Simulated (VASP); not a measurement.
PbSe:

```
Pb Se
1.0
     0.00000    3.42320    3.42320
     3.42320    0.00000    3.42320
     3.42320    3.42320    0.00000
Pb Se
1 1
Direct
  0.00000 0.00000 0.00000
  0.25000 0.25000 0.25000
```

Program: VASP 6.6.1. Alike in all runs: task single point; potentials or basis VASP PAW PBE potentials, release 64 (Pb_d, Se); no spin polarisation; cell as given; k mesh 4 × 4 × 4; cutoff (eV) 520; smearing gaussian 0.01 eV.

Order these runs on this cell by their band gap on the k mesh, lowest first.
A. level PBE-based screened hybrid with 75 % exact exchange; share of exact exchange 0.75; screening parameter 0.1 1/Å
B. level HSE06; share of exact exchange 0.25; screening parameter 0.2079 1/Å
C. level PBE-based screened hybrid with 100 % exact exchange; share of exact exchange 1; screening parameter 0.1 1/Å

B (1.07 eV), A (3.09 eV), C (4.07 eV).

Caveats: the structure was generated, so it needn't be the stable form of PbSe; spin-orbit coupling is left out, which moves the levels of the heavy elements.

A k mesh can miss the band edges.
